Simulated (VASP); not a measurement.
Here is a VASP 6.6.1 calculation.

INCAR

```
ALGO = Normal ; EDIFF = 1E-6
ENCUT = 520 ; ISIF = 2
ISMEAR = 0 ; ISPIN = 2
LASPH = T ; LCHARG = F
LMAXMIX = 4 ; LORBIT = 11
LREAL = F ; LWAVE = F
MAGMOM = 0 0 0.125 ; NBANDS = 20
NELM = 150 ; NUPDOWN = 0.125
PREC = Accurate ; SIGMA = 0.15
```

The input KPOINTS:

```
k-points
0
Gamma
  14 14 14
```

POSCAR

```
Si2Ni
1.0
    0.0000000000      2.5638994933      2.5638994933
    2.5638994933      0.0000000000      2.5638994933
    2.5638994933      2.5638994933      0.0000000000
Si Ni
2 1
Direct
    0.2500000000      0.2500000000      0.2500000000
    0.7500000000      0.7500000000      0.7500000000
    0.0000000000      0.0000000000      0.0000000000
```

Potentials or basis: VASP PAW LDA potentials, release 64 (Si, Ni).

Command:

```console
$ cat potpaw_LDA.64/Si/POTCAR potpaw_LDA.64/Ni/POTCAR > POTCAR
$ mpirun -np 1 vasp_std > vasp.out
```

Task: Estimate the pressure.

Result: 29.1 GPa.

Caveat: the cell stands under pressure; the total moment is fixed, so each spin has its own Fermi level.
